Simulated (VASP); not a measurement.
# GaN (NiAs type) (P6_3/mmc) in VASP: further runs

GaN (NiAs type) is run at these levels: PBE; tasks: single point.

All numbers are computed with VASP 6.6.1; they aren't measurements. Logs are shortened: lines on timing, memory, paths and dates and some standing lists are left out, and cuts for length are marked.

## 1. The cell of the first run

Symmetry: P6_3/mmc, No. 194, hexagonal system. The conventional cell has a = 2.839 Å, b = 2.839 Å, c = 4.873 Å, α = 90.00°, β = 90.00°, γ = 120.00°. Within 2.7 Å of Ga (site symmetry -3m) lie 6 N at 2.04 Å and 2 Ga at 2.44 Å. Within 2.7 Å of N (site symmetry -6m2) lie 6 Ga at 2.04 Å.

## 2. Single point, PBE

Contents of INCAR:

```
ALGO     = Normal         # electronic algorithm
EDIFF    = 1E-7           # SCF threshold, eV
ENCUT    = 520            # plane-wave cutoff, eV
GGA      = PE             # functional
ISIF     = 2              # what is computed and relaxed
ISMEAR   = -1             # smearing method
LASPH    = True           # aspherical terms in the spheres
LCHARG   = True           # write CHGCAR
LELF     = True           # ELF
LREAL    = False          # projectors in reciprocal space
LVHAR    = True         
LWAVE    = False          # write WAVECAR
NBANDS   = 26             # bands
NELM     = 80             # most SCF steps
PREC     = Accurate       # precision mode
SIGMA    = 0.08           # smearing width, eV
```

Contents of KPOINTS:

```
k-points
0
Gamma
  12 12 7
```

Contents of POSCAR:

```
GaN
1.0
    2.8387677220      0.0000000000      0.0000000000
   -1.4193838610      2.4584449627      0.0000000000
    0.0000000000      0.0000000000      4.8727379347
Ga N
2 2
Direct
    0.0000000000      0.0000000000      0.0000000000
    0.0000000000      0.0000000000      0.5000000000
    0.3333333333      0.6666666667      0.2500000000
    0.6666666667      0.3333333333      0.7500000000
```

Potentials or basis: VASP PAW PBE potentials, release 64 (Ga_d, N).

Launch:

```bash
$ cat potpaw_PBE.64/Ga_d/POTCAR potpaw_PBE.64/N/POTCAR > POTCAR
$ mpirun -np 1 vasp_std > vasp.out
```

OUTCAR:

```text
EDIFF = 1E-7
   ENCUT = 520
   GGA = PE
   ISIF = 2
   ISMEAR = -1
   LASPH = True
   LREAL = False
   NELM = 80
   PREC = Accurate

 ion  position               nearest neighbor table
   1  0.000  0.000  0.000-   3 2.04   4 2.04   4 2.04   3 2.04   4 2.04   3 2.04   2 2.44   2 2.44

   2  0.000  0.000  0.500-   3 2.04   4 2.04   4 2.04   3 2.04   4 2.04   3 2.04   1 2.44   1 2.44

   3  0.333  0.667  0.250-   1 2.04   2 2.04   1 2.04   2 2.04   1 2.04   2 2.04
   4  0.667  0.333  0.750-   1 2.04   2 2.04   1 2.04   2 2.04   1 2.04   2 2.04

  LATTYP: Found a hexagonal cell.
 ALAT       =     2.8387677220
 C/A-ratio  =     1.7164975834

  Lattice vectors:

 A1 = (   2.8387677220,   0.0000000000,   0.0000000000)
 A2 = (  -1.4193838610,   2.4584449627,   0.0000000000)
 A3 = (   0.0000000000,   0.0000000000,   4.8727379347)

Analysis of symmetry for initial positions (statically):
=====================================================================
 Subroutine PRICEL returns:
 Original cell was already a primitive cell.

 Routine SETGRP: Setting up the symmetry group for a
 hexagonal supercell.

 Subroutine GETGRP returns: Found 24 space group operations
 (whereof 12 operations were pure point group operations)
 out of a pool of 24 trial point group operations.

The static configuration has the point symmetry D_3d.
 The point group associated with its full space group is D_6h.

Analysis of symmetry for dynamics (positions and initial velocities):
=====================================================================
 Subroutine PRICEL returns:
 Original cell was already a primitive cell.

 Routine SETGRP: Setting up the symmetry group for a
 hexagonal supercell.

 Subroutine GETGRP returns: Found 24 space group operations
 (whereof 12 operations were pure point group operations)
 out of a pool of 24 trial point group operations.

The dynamic configuration has the point symmetry D_3d.
 The point group associated with its full space group is D_6h.

 Subroutine INISYM returns: Found 24 space group operations
 (whereof 12 operations are pure point group operations),
 and found     1 'primitive' translations

----------------------------------------------------------------------------------------

                                     Primitive cell

  volume of cell :      34.0066

  direct lattice vectors                    reciprocal lattice vectors
     2.838767722  0.000000000  0.000000000     0.352265524  0.203380595  0.000000000
    -1.419383861  2.458444963  0.000000000     0.000000000  0.406761191  0.000000000
     0.000000000  0.000000000  4.872737935     0.000000000  0.000000000  0.205223432

  length of vectors
     2.838767722  2.838767722  4.872737935     0.406761191  0.406761191  0.205223432

  position of ions in fractional coordinates (direct lattice)
     0.000000000  0.000000000  0.000000000
     0.000000000  0.000000000  0.500000000
     0.333333333  0.666666667  0.250000000
     0.666666667  0.333333333  0.750000000

  ion indices of the primitive-cell ions
   primitive index   ion index
                 1           1
                 2           2
                 3           3
                 4           4

----------------------------------------------------------------------------------------

 KPOINTS: k-points

Automatic generation of k-mesh.
 Grid dimensions read from file:
 generate k-points for:   12   12    7

 Generating k-lattice:

  Cartesian coordinates                     Fractional coordinates (reciprocal lattice)
     0.029355460  0.016948383  0.000000000     0.083333333  0.000000000  0.000000000
     0.000000000  0.033896766  0.000000000     0.000000000  0.083333333  0.000000000
     0.000000000  0.000000000  0.029317633     0.000000000  0.000000000  0.142857143

  Length of vectors
     0.033896766  0.033896766  0.029317633

  Shift w.r.t. Gamma in fractional coordinates (k-lattice)
     0.000000000  0.000000000  0.000000000

 Subroutine IBZKPT returns following result:
 ===========================================

 Found     76 irreducible k-points:

 Following reciprocal coordinates:
            Coordinates               Weight
  0.000000  0.000000  0.000000      1.000000
  0.083333  0.000000  0.000000      6.000000
  0.166667  0.000000  0.000000      6.000000
  0.250000  0.000000  0.000000      6.000000
  0.333333  0.000000  0.000000      6.000000
  0.416667  0.000000  0.000000      6.000000
[... 16 lines left out ...]
  0.250000  0.000000  0.142857     12.000000
  0.333333  0.000000  0.142857     12.000000
 [... further k-points ...]
   k-points           NKPTS =     76   k-points in BZ     NKDIM =     76   number of bands    NBANDS=     26
   number of dos      NEDOS =    301   number of ions     NIONS =      4
   total plane-waves  NPLWV =  20736
   dimension x,y,z NGX =    24 NGY =   24 NGZ =   36
   dimension x,y,z NGXF=    48 NGYF=   48 NGZF=   72
   ions per type =               2   2
   NGX,Y,Z   is equivalent  to a cutoff of  14.06, 14.06, 12.28 a.u.
   NGXF,Y,Z  is equivalent  to a cutoff of  28.11, 28.11, 24.56 a.u.
 SYSTEM =  unknown system
   PREC   = accura    normal or accurate (medium, high low for compatibility)
   ISTART =      0    job   : 0-new  1-cont  2-samecut
   ICHARG =      2    charge: 1-file 2-atom 10-const
   ISPIN  =      1    spin polarized calculation?
   LNONCOLLINEAR =      F non collinear calculations
   LSORBIT =      F    spin-orbit coupling
   LASPH  =      T    aspherical Exc in radial PAW
   ENCUT  =  520.0 eV  38.22 Ry    6.18 a.u.   5.28  5.28  9.06*2*pi/ulx,y,z
   NELM   =     80;   NELMIN=  2; NELMDL= -5     # of ELM steps
   EDIFF  = 0.1E-06   stopping-criterion for ELM
   LREAL  =      F    real-space projection
   EDIFFG = 0.1E-05   stopping-criterion for IOM
   NSW    =      0    number of steps for IOM
   IBRION =     -1    ionic relax: 0-MD 1-quasi-New 2-CG
   NFREE  =      0    steps in history (QN), initial steepest desc. (CG)
   ISIF   =      2    stress and relaxation
   ISYM   =      2    0-nonsym 1-usesym 2-fastsym
   POTIM  = 0.5000    time-step for ionic-motion
   TEBEG  =    0.0;   TEEND  =   0.0 temperature during run
   PSTRESS=    0.0 pullay stress
   NELECT =      36.0000    total number of electrons
   NUPDOWN=      -1.0000    fix difference up-down
   EMIN   =  10.00;   EMAX   =-10.00  energy-range for DOS
   EFERMI =   0.00;   METHOD = LEGACY
   ISMEAR =    -1;   SIGMA  =   0.08  broadening in eV -4-tet -1-fermi 0-gaus
   EFERMI_NEDOS =   21; number of points for ismear=-14 and -15
   IALGO  =     38    algorithm
   IMIX   =      4    mixing-type and parameters
     AMIX     =   0.40;   BMIX     =  1.00
     AMIX_MAG =   1.60;   BMIX_MAG =  1.00
  volume/ion in A,a.u.               =       8.50        57.37
  Fermi-wavevector in a.u.,A,eV,Ry     =   1.668481  3.152971 37.876279  2.783828
  Thomas-Fermi vector in A             =   2.754321
   LORBIT       =      0    0 simple, 1 ext, 2 COOP (PROOUT), +10 PAW based schemes
   GGA     = PE    functional components
   LHFCALC =     F    Hartree Fock is set to
   AEXX    =    0.0000 exact exchange contribution
   IVDW    =     0    specifies the selected vdW correction
   LEPSILON=     F    determine dielectric tensor
   LRPA    =     F    only Hartree local field effects (RPA)
 non-spin polarized calculation
  energy-cutoff  :      520.00
  volume of cell :       34.01
 maximum number of plane-waves:       928
 NGX is ok and might be reduce to    24
   NGX = 11   NGY = 11   NGZ = 19

 number of electron      36.0000036 magnetization

 Free energy of the ion-electron system (eV)
  ---------------------------------------------------
  ext. energy  EPLUGINS =         0.00000000
  ---------------------------------------------------
  free energy    TOTEN  =       -21.15115423 eV

  energy without entropy =      -21.15115408  energy(sigma->0) =      -21.15115415

 E-fermi :  10.5254     XC(G=0): -13.6537

 val. band max:        9.4333463908   @ k =   0.1667   0.0000   0.0000
 cond. band min:      11.4017515900   @ k =   0.3333   0.3333   0.0000
 fundamental gap:      1.9684051993
 Fermi energy:        10.5253520048

 k-point     1 :       0.0000    0.0000    0.0000
  band No.  band energies     occupation
      1      -9.1991      2.00000
      2      -5.8520      2.00000
      3      -5.3654      2.00000
      4      -5.0752      2.00000
      5      -5.0752      2.00000
      6      -4.9137      2.00000
[... 18 lines left out ...]
     25      24.6363      0.00000
     26      24.6363      0.00000

 k-point     2 :       0.0833    0.0000    0.0000
  band No.  band energies     occupation
      1      -9.0621      2.00000
      2      -6.0636      2.00000
      3      -5.3558      2.00000
      4      -5.0645      2.00000
      5      -4.9001      2.00000
      6      -4.8725      2.00000
[... 18 lines left out ...]
     25      23.3859      0.00000
     26      23.7591      0.00000

 k-point     3 :       0.1667    0.0000    0.0000
  band No.  band energies     occupation
      1      -8.6619      2.00000
      2      -6.3680      2.00000
      3      -5.3307      2.00000
      4      -5.0497      2.00000
      5      -4.9104      2.00000
      6      -4.8805      2.00000
[... 18 lines left out ...]
     25      22.0464      0.00000
     26      22.1931      0.00000

 k-point     4 :       0.2500    0.0000    0.0000
  band No.  band energies     occupation
      1      -8.0446      2.00000
      2      -6.5862      2.00000
      3      -5.3003      2.00000
      4      -5.0578      2.00000
      5      -4.9601      2.00000
      6      -4.9568      2.00000
[... 18 lines left out ...]
     25      20.8632      0.00000
     26      23.2416      0.00000

 k-point     5 :       0.3333    0.0000    0.0000
  band No.  band energies     occupation
      1      -7.3935      2.00000
      2      -6.5811      2.00000
      3      -5.2783      2.00000
      4      -5.0832      2.00000
      5      -5.0451      2.00000
      6      -5.0115      2.00000
[... 18 lines left out ...]
     25      20.7215      0.00000
     26      24.3227      0.00000

 k-point     6 :       0.4167    0.0000    0.0000
  band No.  band energies     occupation
      1      -7.1700      2.00000
      2      -6.0377      2.00000
      3      -5.2819      2.00000
      4      -5.1085      2.00000
      5      -5.1068      2.00000
      6      -5.0916      2.00000
[... 427 lines left out ...]
 k-point    21 :       0.0833    0.0000    0.1429
  band No.  band energies     occupation
      1      -8.9589      2.00000
      2      -6.2869      2.00000
      3      -5.3238      2.00000
      4      -5.0444      2.00000
      5      -4.9603      2.00000
      6      -4.8538      2.00000
[... 18 lines left out ...]
     25      22.8998      0.00000
     26      23.3046      0.00000

 k-point    22 :       0.1667    0.0000    0.1429
  band No.  band energies     occupation
      1      -8.5658      2.00000
      2      -6.4775      2.00000
      3      -5.2975      2.00000
      4      -5.0272      2.00000
      5      -4.9090      2.00000
      6      -4.8966      2.00000
[... 18 lines left out ...]
     25      21.8931      0.00000
     26      22.3227      0.00000

 k-point    23 :       0.2500    0.0000    0.1429
  band No.  band energies     occupation
      1      -7.9636      2.00000
      2      -6.6304      2.00000
      3      -5.2679      2.00000
      4      -5.0331      2.00000
      5      -4.9836      2.00000
      6      -4.9330      2.00000
[... 18 lines left out ...]
     25      21.0170      0.00000
     26      23.1745      0.00000

 k-point    24 :       0.3333    0.0000    0.1429
  band No.  band energies     occupation
      1      -7.3392      2.00000
      2      -6.6007      2.00000
      3      -5.2563      2.00000
      4      -5.0740      2.00000
      5      -5.0568      2.00000
      6      -4.9571      2.00000
[... 18 lines left out ...]
     25      20.9822      0.00000
     26      24.1440      0.00000

 [... further k-points ...]
[... 5 lines left out ...]
  --------------------------------------------------------------------------------------
  -------------------------------------------------------------------------------------
  Total        9.7629661      9.7629661      9.7875561      0.0000000     -0.0000000     -0.0000000
  in kB      459.9694184    459.9694184    461.1279445      0.0000000     -0.0000000     -0.0000000
  external PRESSURE =     460.3555938 kB  Pullay stress =       0.0000000 kB

 VOLUME and BASIS-vectors are now :
 -----------------------------------------------------------------------------
  energy-cutoff  :      520.00
  volume of cell :       34.01
      direct lattice vectors                 reciprocal lattice vectors
     2.838767722  0.000000000  0.000000000     0.352265524  0.203380595  0.000000000
    -1.419383861  2.458444963  0.000000000     0.000000000  0.406761191  0.000000000
     0.000000000  0.000000000  4.872737935     0.000000000  0.000000000  0.205223432

 POSITION                                       TOTAL-FORCE (eV/Angst)
 -----------------------------------------------------------------------------------
      0.00000      0.00000      0.00000        -0.000000      0.000000      0.000000
      0.00000      0.00000      2.43637        -0.000000      0.000000      0.000000
     -0.00000      1.63896      1.21818        -0.000000     -0.000000      0.000000
      1.41938      0.81948      3.65455         0.000000      0.000000     -0.000000
 -----------------------------------------------------------------------------------
    total drift:                               -0.000000      0.000000      0.000000

  FREE ENERGIE OF THE ION-ELECTRON SYSTEM (eV)
  ---------------------------------------------------
  free  energy   TOTEN  =       -21.1511542337 eV

  energy  without entropy=      -21.1511540761  energy(sigma->0) =      -21.15115415
```

Run time: 33 s. Hardware: 1 thread of Intel Xeon 6975P-C (Granite Rapids), shared host; peak memory 0.18 GiB.

Results:

```yaml
Free_energy: -21.1512 eV
Pressure: 46.0 GPa
Band_gap_on_the_k_mesh: 1.97 eV, indirect (least direct gap 3.14 eV)
```

Stress tensor (GPa, compression positive):
```
46.00  0.00  0.00
 0.00 46.00  0.00
 0.00  0.00 46.11
```

A k mesh can miss the band edges.

## 3. Single point, PBE

Contents of INCAR:

```
SYSTEM = GaN
ALGO = Normal
EDIFF = 1E-6
ENCUT = 520
GGA = PE
ISIF = 2
ISMEAR = -1
LASPH = .TRUE.
LCHARG = .FALSE.
LREAL = .FALSE.
LWAVE = .FALSE.
NBANDS = 26
NELM = 60
PREC = Accurate
SIGMA = 0.08
```

Contents of KPOINTS:

```
k-points
0
G
  12 12 7
  0 0 0
```

POSCAR is that of step 2.

Potentials or basis: VASP PAW PBE potentials, release 64 (Ga_d, N).

Launch:

```bash
$ cat potpaw_PBE.64/Ga_d/POTCAR potpaw_PBE.64/N/POTCAR > POTCAR
$ mpirun -np 1 vasp_std > vasp.out
```

It took 25 s on 1 thread of Intel Xeon 6975P-C (Granite Rapids), shared host; peak memory 0.19 GiB.

It converged, with:

| Property | Result |
| --- | --- |
| Free energy | -21.1512 eV |
| Pressure | 46.1 GPa |
| Band gap on the k mesh | 1.97 eV, indirect (least direct gap 3.14 eV) |

Stress tensor (GPa, compression positive):
```
46.03  0.00  0.00
 0.00 46.03  0.00
 0.00  0.00 46.14
```

Levels at points of the mesh, in eV from the valence-band top:
```
           k point  band 15  band 16  band 17  band 18  band 19  band 20  band 21  band 22
(0.00, 0.00, 0.00)    -0.68    -0.68    -0.08    -0.08     3.06     5.41    10.65    11.34
(0.50, 0.00, 0.00)    -5.86    -3.29    -3.01    -0.27     4.39     5.59     5.94     9.59
```

A k mesh can miss the band edges.
